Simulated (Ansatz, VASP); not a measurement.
# Ge3S: VASP beside Ansatz

File INCAR:

```
SYSTEM = Ge3S
  ALGO = Normal
  EDIFF = 1E-7
  EDIFFG = -0.04
  ENCUT = 600
  GGA = PE
  IBRION = 2
  ISIF = 3
  ISMEAR = 0
  LASPH = .TRUE.
  LCHARG = .FALSE.
  LREAL = .FALSE.
  LWAVE = .FALSE.
  NELM = 100
  NSW = 90
  PREC = Accurate
  SIGMA = 0.1
```

KPOINTS

```
k-points
0
G
  3 3 4
  0 0 0
```

The input POSCAR:

```
Ge3S
1.0
    5.7844607700      0.0000000000      0.0000000000
   -2.8922303800      5.0094899700      0.0000000000
    0.0000000000      0.0000000000      5.3413665600
Ge S
6 2
Direct
    0.0000000000      0.6722354300      0.5000000000
    0.0000000000      0.3277645700      0.0000000000
    0.6722354300      0.6722354300      0.0000000000
    0.6722354300      0.0000000000      0.5000000000
    0.3277645700      0.3277645700      0.5000000000
    0.3277645700      0.0000000000      0.0000000000
    0.6666666700      0.3333333300      0.7500000000
    0.3333333300      0.6666666700      0.2500000000
```

Input for Ansatz:

```yaml
crystal:
  lattice:
    - [5.78446077, 0.0, 0.0]
    - [-2.89223038, 5.00948997, 0.0]
    - [0.0, 0.0, 5.34136656]
  atoms:
    - { symbol: Ge, position: [0.0, 0.67223543, 0.5] }
    - { symbol: Ge, position: [0.0, 0.32776457, 0.0] }
    - { symbol: Ge, position: [0.67223543, 0.67223543, 0.0] }
    - { symbol: Ge, position: [0.67223543, 0.0, 0.5] }
    - { symbol: Ge, position: [0.32776457, 0.32776457, 0.5] }
    - { symbol: Ge, position: [0.32776457, 0.0, 0.0] }
    - { symbol: S, position: [0.66666667, 0.33333333, 0.75] }
    - { symbol: S, position: [0.33333333, 0.66666667, 0.25] }
basis:
  ecutwfc: 420
kpoints:
  mp_grid: { grid: [3, 3, 4] }
hamiltonian:
  xc: pbe
scf:
  occupations: { method: gaussian, width: 0.1 }
  lower_state_search: "off"
output:
  forces: true
  stress: true
  eigenvalues: true
relax:
  adjacent_minimum: "off"
  f_tol: 0.04
  max_steps: 70
  cell: { stress_tol: 0.4 }
```

Change from the starting cell: species swapped into the Ni3N type (P6_322, No. 182).

Alike in both runs: task relaxation of cell and atoms; functional PBE; k mesh 3 × 3 × 4; occupations gaussian, width 0.1 eV; no spin polarisation.

```csv
,VASP,Ansatz
version,VASP 6.6.1,Ansatz 0.2.0
potentials or method,"VASP PAW PBE potentials, release 64 (Ge_d, S), cutoff 600 eV","scalar-relativistic, plane waves, PAW"
valence electrons in the cell,96,96
```

|  | VASP | Ansatz | Ansatz less VASP |
| --- | --- | --- | --- |
| gap on the k mesh at the Fermi level, each at its own relaxed structure (eV) | none | none | - |
| relaxed volume (Å³/atom) | 21.18 | 21.10 | -0.077 |
| relaxed cell length with the largest relative difference (Å) | 4.748 | 4.735 | -0.0129 |

A gap of «none» marks a metal or a gap that the smearing closes.

The k mesh is coarse, so the values compare programs but aren't converged.
